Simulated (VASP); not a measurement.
The system is SrC8.

```
Sr C
1.0
     4.91204    0.00000    0.00000
    -2.45602    4.25395    0.00000
     0.00000    0.00000    3.92210
Sr C
1 8
Direct
  0.00000 0.00000 0.50000
  0.33333 0.66667 0.00000
  0.33333 0.16667 0.00000
  0.83333 0.66667 0.00000
  0.83333 0.16667 0.00000
  0.16667 0.83333 0.00000
  0.16667 0.33333 0.00000
  0.66667 0.83333 0.00000
  0.66667 0.33333 0.00000
```

| Item | Value |
| --- | --- |
| Program | VASP 6.6.1 |
| Task | relaxation of cell and atoms |
| Functional | PBE |
| Dispersion | D3(BJ) |
| Potentials or basis | VASP PAW PBE potentials, release 64 (Sr_sv, C) |
| Cutoff | 600 eV |
| k mesh | 6 × 6 × 4 |
| Occupations | gaussian, width 0.1 eV |
| Spin | no spin polarisation |

At the start: pressure 33.7 GPa; volume 9.11 Å³/atom.

Task: How do energy, volume and symmetry change on relaxing?

Result: Over 9 steps the energy falls by 283.0 meV/atom and the volume is 11.46 Å³/atom (+25.9 %); space group P6/mmm (No. 191, to 0.1 Å) before and after.

Step by step:
```tsv
step	energy change (eV)	largest force (eV/Å)	pressure (GPa)	volume (Å³)
1	0.0000	2.1222	33.71	81.95
2	-0.1913	4.2723	-13.88	106.70
3	-1.4365	1.9135	2.85	93.18
4	-2.2691	0.8009	-6.12	102.03
5	-2.2695	1.0843	-6.65	102.92
6	-2.2851	0.0939	10.87	102.35
7	-2.5284	0.6239	1.34	102.75
8	-2.4942	1.0761	-0.84	103.92
9	-2.5474	0.0235	0.42	103.18
```

Final structure:
```yaml
crystal:
  lattice:
    - [4.98539, 0.00000, 0.00000]
    - [-2.49270, 4.31748, 0.00000]
    - [0.00000, 0.00000, 4.79376]
  atoms:
    - { symbol: Sr, position: [0.00000, 0.00000, 0.50000] }
    - { symbol: C, position: [0.33333, 0.66667, 0.00000] }
    - { symbol: C, position: [0.33478, 0.16739, 0.00000] }
    - { symbol: C, position: [0.83261, 0.66522, 0.00000] }
    - { symbol: C, position: [0.83261, 0.16739, 0.00000] }
    - { symbol: C, position: [0.16739, 0.83261, 0.00000] }
    - { symbol: C, position: [0.16739, 0.33478, 0.00000] }
    - { symbol: C, position: [0.66522, 0.83261, 0.00000] }
    - { symbol: C, position: [0.66667, 0.33333, 0.00000] }
```

Caveat: the k points lie up to 0.33 Å⁻¹ apart in the final cell, too coarse for converged energies and pressures of a metal; the volume moved by over 15 % at a fixed basis, so the end points are rough.
